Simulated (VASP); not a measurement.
# H11C2NO4 in VASP: further runs

The runs below take H11C2NO4 through single point, with r2SCAN.

Everything below comes from runs of VASP 6.6.1. Logs are shortened: lines on timing, memory, paths and dates and some standing lists are left out, and cuts for length are marked.

## 1. The cell of the first run

The cell holds a disordered packing, 18 atoms: a = 6.033 Å, b = 6.033 Å, c = 6.033 Å, α = 90.00°, β = 90.00°, γ = 90.00°.

## 2. Single point, r2SCAN

POSCAR

```
H11C2NO4
1.0
    6.0330870000      0.0000000000      0.0000000000
    0.0000000000      6.0330870000      0.0000000000
    0.0000000000      0.0000000000      6.0330870000
O H C N
4 11 2 1
Direct
    0.1659018012      0.1573821163      0.5600118148
    0.4326309234      0.7254660839      0.3356656385
    0.1334142869      0.4590187412      1.1209021186
    0.7835789539      0.4016683333      0.5681999945
    0.2481151026      0.2796412517      0.6110967735
    0.0159454024      0.2079366666      0.5353478244
    0.3655011108      0.8486037082      0.4036076390
    0.2892880544      0.6629110437      0.2781163275
    0.1782337964      0.3331130481      1.2085686813
    0.0034145041      0.4272605384      1.0493964367
    0.7122390246      0.4238460344      0.4215089224
    0.6843925838      0.3764573592      0.6890005067
    0.4226857660      0.8155029092      0.8801298572
    0.6607396843      0.7980988837      0.6898458451
    0.6455898945      0.7136313466      0.9888801537
    0.5958309569      0.8339511762      0.8668199215
    0.6568279224      1.0311139223      0.9752552880
    0.7209410373      1.1998832439      1.0344621253
```

INCAR.step1

```
PREC     = Accurate       # precision mode
ENCUT    = 1100           # plane-wave cutoff, eV
ISMEAR   = -1             # smearing method
SIGMA    = 0.05           # smearing width, eV
LREAL    = Auto         
LASPH    = T              # aspherical terms in the spheres
NELM     = 120            # most SCF steps
NBANDS   = 39             # bands
GGA      = PE             # functional
ALGO     = Normal         # electronic algorithm
EDIFF    = 1E-5           # SCF threshold, eV
LWAVE    = T              # write WAVECAR
LCHARG   = F              # write CHGCAR
GGA_COMPAT= F
```

INCAR.step2

```
PREC     = Accurate       # precision mode
ENCUT    = 1100           # plane-wave cutoff, eV
EDIFF    = 1E-6           # SCF threshold, eV
ISMEAR   = -1             # smearing method
SIGMA    = 0.05           # smearing width, eV
LREAL    = Auto         
LASPH    = T              # aspherical terms in the spheres
NELM     = 120            # most SCF steps
ALGO     = Normal         # electronic algorithm
ISIF     = 2              # what is computed and relaxed
LWAVE    = F              # write WAVECAR
LCHARG   = T              # write CHGCAR
METAGGA  = R2SCAN         # meta-GGA
LMIXTAU  = T            
LELF     = T              # ELF
LVHAR    = T            
NBANDS   = 39             # bands
ISTART   = 1            
GGA_COMPAT= F
```

KPOINTS

```
Automatic mesh
0
Gamma
  1 1 1
```

Potentials or basis: VASP PAW PBE potentials, release 64 (O_h, H_h, C_h, N_h).

On the command line:

```sh
$ cat potpaw_PBE.64/O_h/POTCAR potpaw_PBE.64/H_h/POTCAR potpaw_PBE.64/C_h/POTCAR potpaw_PBE.64/N_h/POTCAR > POTCAR
$ cp INCAR.step1 INCAR
$ mpirun -np 1 vasp_gam > vasp.out
$ cp INCAR.step2 INCAR
$ mpirun -np 1 vasp_gam > vasp.out
```

OUTCAR:

```text
PREC = Accurate
   ENCUT = 1100
   EDIFF = 1E-6
   ISMEAR = -1
   LREAL = Auto
   LASPH = T
   NELM = 120
   ISIF = 2
   METAGGA = R2SCAN
   ISTART = 1

 ion  position               nearest neighbor table
   1  0.166  0.157  0.560-   5 0.94   6 0.97
   2  0.433  0.725  0.336-   7 0.94   8 1.01
   3  0.133  0.459  0.121-  10 0.92   9 0.96
   4  0.784  0.402  0.568-  12 0.96  11 0.99
   5  0.248  0.280  0.611-   1 0.94
   6  0.016  0.208  0.535-   1 0.97
   7  0.366  0.849  0.404-   2 0.94
   8  0.289  0.663  0.278-   2 1.01
   9  0.178  0.333  0.209-   3 0.96
  10  0.003  0.427  0.049-   3 0.92
  11  0.712  0.424  0.422-   4 0.99
  12  0.684  0.376  0.689-   4 0.96
  13  0.423  0.816  0.880-  16 1.05
  14  0.661  0.798  0.690-  16 1.16
  15  0.646  0.714  0.989-  16 1.08
  16  0.596  0.834  0.867-  13 1.05  15 1.08  14 1.16  17 1.41
  17  0.657  0.031  0.975-  18 1.15  16 1.41
  18  0.721  0.200  0.034-  17 1.15

  LATTYP: Found a simple cubic cell.
 ALAT       =     6.0330870000

  Lattice vectors:

 A1 = (   6.0330870000,   0.0000000000,   0.0000000000)
 A2 = (   0.0000000000,   6.0330870000,   0.0000000000)
 A3 = (   0.0000000000,   0.0000000000,   6.0330870000)

Analysis of symmetry for initial positions (statically):
=====================================================================
 Subroutine PRICEL returns:
 Original cell was already a primitive cell.

 Routine SETGRP: Setting up the symmetry group for a
 simple cubic supercell.

 Subroutine GETGRP returns: Found  1 space group operations
 (whereof  1 operations were pure point group operations)
 out of a pool of 48 trial point group operations.

The static configuration has the point symmetry C_1 .

Analysis of symmetry for dynamics (positions and initial velocities):
=====================================================================
 Subroutine PRICEL returns:
 Original cell was already a primitive cell.

 Routine SETGRP: Setting up the symmetry group for a
 simple cubic supercell.

 Subroutine GETGRP returns: Found  1 space group operations
 (whereof  1 operations were pure point group operations)
 out of a pool of 48 trial point group operations.

The dynamic configuration has the point symmetry C_1 .

 Subroutine INISYM returns: Found  1 space group operations
 (whereof  1 operations are pure point group operations),
 and found     1 'primitive' translations

----------------------------------------------------------------------------------------

                                     Primitive cell

  volume of cell :     219.5931

  direct lattice vectors                    reciprocal lattice vectors
     6.033087000  0.000000000  0.000000000     0.165752624  0.000000000  0.000000000
     0.000000000  6.033087000  0.000000000     0.000000000  0.165752624  0.000000000
     0.000000000  0.000000000  6.033087000     0.000000000  0.000000000  0.165752624

  length of vectors
     6.033087000  6.033087000  6.033087000     0.165752624  0.165752624  0.165752624

  position of ions in fractional coordinates (direct lattice)
     0.165901801  0.157382116  0.560011815
     0.432630923  0.725466084  0.335665638
     0.133414287  0.459018741  0.120902119
     0.783578954  0.401668333  0.568199994
     0.248115103  0.279641252  0.611096774
     0.015945402  0.207936667  0.535347824
     0.365501111  0.848603708  0.403607639
     0.289288054  0.662911044  0.278116328
     0.178233796  0.333113048  0.208568681
     0.003414504  0.427260538  0.049396437
     0.712239025  0.423846034  0.421508922
     0.684392584  0.376457359  0.689000507
     0.422685766  0.815502909  0.880129857
     0.660739684  0.798098884  0.689845845
     0.645589894  0.713631347  0.988880154
     0.595830957  0.833951176  0.866819922
     0.656827922  0.031113922  0.975255288
     0.720941037  0.199883244  0.034462125

  ion indices of the primitive-cell ions
   primitive index   ion index
                 1           1
                 2           2
                 3           3
                 4           4
                 5           5
                 6           6
                 7           7
                 8           8
                 9           9
                10          10
                11          11
                12          12
                13          13
                14          14
                15          15
                16          16
                17          17
                18          18

----------------------------------------------------------------------------------------

 KPOINTS: Automatic mesh

Automatic generation of k-mesh.
 Grid dimensions read from file:
 generate k-points for:    1    1    1

 Generating k-lattice:

  Cartesian coordinates                     Fractional coordinates (reciprocal lattice)
     0.165752624  0.000000000  0.000000000     1.000000000  0.000000000  0.000000000
     0.000000000  0.165752624  0.000000000     0.000000000  1.000000000  0.000000000
     0.000000000  0.000000000  0.165752624     0.000000000  0.000000000  1.000000000

  Length of vectors
     0.165752624  0.165752624  0.165752624

  Shift w.r.t. Gamma in fractional coordinates (k-lattice)
     0.000000000  0.000000000  0.000000000

 Subroutine IBZKPT returns following result:
 ===========================================

 Found      1 irreducible k-points:

 Following reciprocal coordinates:
            Coordinates               Weight
  0.000000  0.000000  0.000000      1.000000
   k-points           NKPTS =      1   k-points in BZ     NKDIM =      1   number of bands    NBANDS=     39
   number of dos      NEDOS =    301   number of ions     NIONS =     18
   total plane-waves  NPLWV = 343000
   dimension x,y,z NGX =    70 NGY =   70 NGZ =   70
   dimension x,y,z NGXF=   140 NGYF=  140 NGZF=  140
   ions per type =               4  11   2   1
   NGX,Y,Z   is equivalent  to a cutoff of  19.29, 19.29, 19.29 a.u.
   NGXF,Y,Z  is equivalent  to a cutoff of  38.58, 38.58, 38.58 a.u.
 SYSTEM =  unknown system
   PREC   = accura    normal or accurate (medium, high low for compatibility)
   ISTART =      1    job   : 0-new  1-cont  2-samecut
   ICHARG =      0    charge: 1-file 2-atom 10-const
   ISPIN  =      1    spin polarized calculation?
   LNONCOLLINEAR =      F non collinear calculations
   LSORBIT =      F    spin-orbit coupling
   LASPH  =      T    aspherical Exc in radial PAW
   ENCUT  = 1100.0 eV  80.85 Ry    8.99 a.u.  16.32 16.32 16.32*2*pi/ulx,y,z
   NELM   =    120;   NELMIN=  2; NELMDL=  0     # of ELM steps
   EDIFF  = 0.1E-05   stopping-criterion for ELM
   LREAL  =      T    real-space projection
   EDIFFG = 0.1E-04   stopping-criterion for IOM
   NSW    =      0    number of steps for IOM
   IBRION =     -1    ionic relax: 0-MD 1-quasi-New 2-CG
   NFREE  =      0    steps in history (QN), initial steepest desc. (CG)
   ISIF   =      2    stress and relaxation
   ISYM   =      2    0-nonsym 1-usesym 2-fastsym
   POTIM  = 0.5000    time-step for ionic-motion
   TEBEG  =    0.0;   TEEND  =   0.0 temperature during run
   PSTRESS=    0.0 pullay stress
   NELECT =      48.0000    total number of electrons
   NUPDOWN=      -1.0000    fix difference up-down
   EMIN   =  10.00;   EMAX   =-10.00  energy-range for DOS
   EFERMI =   0.00;   METHOD = LEGACY
   ISMEAR =    -1;   SIGMA  =   0.05  broadening in eV -4-tet -1-fermi 0-gaus
   EFERMI_NEDOS =   21; number of points for ismear=-14 and -15
   IALGO  =     38    algorithm
   IMIX   =      4    mixing-type and parameters
     AMIX     =   0.40;   BMIX     =  1.00
     AMIX_MAG =   1.60;   BMIX_MAG =  1.00
  volume/ion in A,a.u.               =      12.20        82.33
  Fermi-wavevector in a.u.,A,eV,Ry     =   0.986164  1.863579 13.231921  0.972519
  Thomas-Fermi vector in A             =   2.117524
   LORBIT       =      0    0 simple, 1 ext, 2 COOP (PROOUT), +10 PAW based schemes
   METAGGA = R2SCAN    functional components
   LHFCALC =     F    Hartree Fock is set to
   AEXX    =    0.0000 exact exchange contribution
   IVDW    =     0    specifies the selected vdW correction
   LEPSILON=     F    determine dielectric tensor
   LRPA    =     F    only Hartree local field effects (RPA)
 non-spin polarized calculation
  energy-cutoff  :     1100.00
  volume of cell :      219.59
 maximum number of plane-waves:      9139
 NGX is ok and might be reduce to    70
   NGX = 33   NGY = 33   NGZ = 33

 number of electron      48.0000000 magnetization

 Free energy of the ion-electron system (eV)
  ---------------------------------------------------
  ext. energy  EPLUGINS =         0.00000000
  ---------------------------------------------------
  free energy    TOTEN  =      -101.85109620 eV

  energy without entropy =     -101.85109620  energy(sigma->0) =     -101.85109620

 E-fermi :  -3.0036     XC(G=0):  -6.5551

 val. band max:       -4.2360404626   @ k =   0.0000   0.0000   0.0000
 cond. band min:       1.4182287521   @ k =   0.0000   0.0000   0.0000
 fundamental gap:      5.6542692147
 Fermi energy:        -3.0036403812

 k-point     1 :       0.0000    0.0000    0.0000
  band No.  band energies     occupation
      1     -23.9222      2.00000
      2     -23.6881      2.00000
      3     -23.3324      2.00000
      4     -23.2114      2.00000
      5     -21.2339      2.00000
      6     -17.3106      2.00000
      7     -11.1900      2.00000
      8     -11.0817      2.00000
      9     -10.5691      2.00000
     10     -10.0781      2.00000
     11      -9.5604      2.00000
     12      -8.6450      2.00000
     13      -8.4570      2.00000
     14      -7.3253      2.00000
     15      -7.1101      2.00000
     16      -6.9069      2.00000
     17      -6.2346      2.00000
     18      -5.8886      2.00000
     19      -5.5981      2.00000
     20      -5.4524      2.00000
     21      -4.8918      2.00000
     22      -4.8069      2.00000
     23      -4.4287      2.00000
     24      -4.2360      2.00000
     25       1.4182      0.00000
     26       2.6163      0.00000
     27       3.2679      0.00000
     28       4.5265      0.00000
     29       4.9531      0.00000
     30       5.3914      0.00000
     31       5.6764      0.00000
     32       6.0292      0.00000
     33       6.6736      0.00000
     34       6.8418      0.00000
     35       7.1997      0.00000
     36       7.9374      0.00000
 [bands above 36 left out]

------------------------ aborting loop because EDIFF is reached ----------------------------------------

  FORCE on cell =-STRESS in cart. coord.  units (eV):
  Direction    XX          YY          ZZ          XY          YZ          ZX
  --------------------------------------------------------------------------------------
  -------------------------------------------------------------------------------------
  Total        3.3171812      4.3949953     -3.7747227      1.5624412      1.3186264      1.6017154
  in kB       24.2025438     32.0664022    -27.5408201     11.3997546      9.6208531     11.6863040
  external PRESSURE =       9.5760420 kB  Pullay stress =       0.0000000 kB

 VOLUME and BASIS-vectors are now :
 -----------------------------------------------------------------------------
  energy-cutoff  :     1100.00
  volume of cell :      219.59
      direct lattice vectors                 reciprocal lattice vectors
     6.033087000  0.000000000  0.000000000     0.165752624  0.000000000  0.000000000
     0.000000000  6.033087000  0.000000000     0.000000000  0.165752624  0.000000000
     0.000000000  0.000000000  6.033087000     0.000000000  0.000000000  0.165752624

 POSITION                                       TOTAL-FORCE (eV/Angst)
 -----------------------------------------------------------------------------------
      1.00090      0.94950      3.37860         0.157081     -1.552528     -0.778410
      2.61010      4.37680      2.02510        -1.538028     -1.278221     -0.801471
      0.80490      2.76930      0.72941         2.836943      1.028725      1.272255
      4.72740      2.42330      3.42800         0.568674      0.180698     -1.531986
      1.49690      1.68710      3.68680         0.279836      0.993662      0.435811
      0.09620      1.25450      3.22980        -0.232280      0.462841      0.318401
      2.20510      5.11970      2.43500        -0.028535      1.575395      1.017227
      1.74530      3.99940      1.67790         1.407397     -0.215885     -0.133679
      1.07530      2.00970      1.25831        -0.352530     -0.185580     -0.101614
      0.02060      2.57770      0.29801        -2.508246     -0.989846     -1.099695
      4.29700      2.55710      2.54300        -0.032176     -0.116987      1.608006
      4.12900      2.27120      4.15680        -0.605438     -0.040028     -0.174795
      2.55010      4.92000      5.30990        -1.523413     -0.003618     -0.423061
      3.98630      4.81500      4.16190        -0.413473      0.686109      1.942116
      3.89490      4.30540      5.96600         0.551329     -1.156971     -0.079304
      3.59470      5.03130      5.22960         0.873114     -1.006334     -0.894299
      3.96270      0.18771      5.88380         0.332982      0.729049     -1.485609
      4.34950      1.20591      0.20791         0.226763      0.889518      0.910106
 -----------------------------------------------------------------------------------
    total drift:                                0.004453      0.003306      0.005571

  FREE ENERGIE OF THE ION-ELECTRON SYSTEM (eV)
  ---------------------------------------------------
  free  energy   TOTEN  =      -101.8510961962 eV

  energy  without entropy=     -101.8510961962  energy(sigma->0) =     -101.85109620
```

It took 3.5 min on 1 thread of Intel Xeon Platinum 8488C (Sapphire Rapids), shared host; peak memory 0.78 GiB.

What came out:

```yaml
Free_energy: -101.8511 eV
Pressure: 1.0 GPa
Largest_force: 3.275 eV/Å
```

Forces in eV/Å, atoms in the order of the input:
```
O    0.157 -1.553 -0.778
O   -1.538 -1.278 -0.801
O    2.837  1.029  1.272
O    0.569  0.181 -1.532
H    0.280  0.994  0.436
H   -0.232  0.463  0.318
H   -0.029  1.575  1.017
H    1.407 -0.216 -0.134
H   -0.353 -0.186 -0.102
H   -2.508 -0.990 -1.100
H   -0.032 -0.117  1.608
H   -0.605 -0.040 -0.175
H   -1.523 -0.004 -0.423
H   -0.413  0.686  1.942
H    0.551 -1.157 -0.079
C    0.873 -1.006 -0.894
C    0.333  0.729 -1.486
N    0.227  0.890  0.910
```

Stress tensor (GPa, compression positive):
```
 2.42  1.14  1.17
 1.14  3.21  0.96
 1.17  0.96 -2.75
```

Caveat: the k points lie up to 1.04 Å⁻¹ apart, too coarse for converged energies, forces and pressures; the atoms stand as in a frame of molecular dynamics; the PAW data sets were made with another functional, which shifts forces and pressure a little.

(Part 1 of 2 ends here.)
